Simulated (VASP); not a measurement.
The system is MgSnO4.

```
Mg Sn O
1.0
     3.28763    0.00000    0.00000
    -1.64382    2.84717    0.00000
     0.00000    0.00000    7.29994
Mg Sn O
1 1 4
Direct
  0.00000 0.00000 0.50000
  0.00000 0.00000 0.00000
  0.66667 0.33333 0.23369
  0.33333 0.66667 0.76631
  0.33333 0.66667 0.23369
  0.66667 0.33333 0.76631
```

The cell was generated, and may not be a known phase.

- Program: VASP 6.6.1
- Task: relaxation of cell and atoms
- Functional: PBE
- Potentials or basis: VASP PAW PBE potentials, release 64 (Mg, Sn_d, O)
- Cutoff: 600 eV
- k mesh: 6 × 6 × 4
- Occupations: gaussian, width 0.1 eV
- Spin: no spin polarisation

At the start: pressure 19.8 GPa; volume 11.39 Å³/atom.

Problem. How do energy, volume and symmetry change on relaxing?

Solution. Over 13 steps the energy falls by 614.4 meV/atom and the volume is 11.32 Å³/atom (-0.6 %); space group P6/mmm (No. 191, to 0.1 Å) before and after.

The path:
```
step  energy change (eV)  largest force (eV/Å)  pressure (GPa)  volume (Å³)
   1              0.0000                1.2189           19.79        68.33
   2             -2.7274                0.5440          -11.91        82.03
   3             -2.7278                0.5746          -10.88        81.24
   4             -3.4431                0.4963           -7.18        73.55
   5             -3.5190                0.3357           -5.76        70.87
   6             -3.5215                0.2807           -5.40        70.21
   7             -3.6086                0.2975            3.86        65.51
   8             -3.6243                0.2873            1.00        66.77
   9             -3.6452                0.2701            0.91        67.12
  10             -3.6849                0.0631           -0.19        68.17
  11             -3.6857                0.0160           -0.44        68.37
  12             -3.6857                0.0238           -0.39        68.33
  13             -3.6861                0.0020            0.27        67.90
```

Final structure:
```
Mg Sn O
1.0
     3.61682    0.00000    0.00000
    -1.80841    3.13226    0.00000
     0.00000    0.00000    5.99392
Mg Sn O
1 1 4
Direct
  0.00000 0.00000 0.50000
  0.00000 0.00000 0.00000
  0.66667 0.33333 0.26395
  0.33333 0.66667 0.73605
  0.33333 0.66667 0.26395
  0.66667 0.33333 0.73605
```

Caveat: the k points lie up to 0.33 Å⁻¹ apart in the final cell, too coarse for converged energies and pressures of a metal; a cell axis changed by over 15 % at a fixed basis, so the end point is rough.
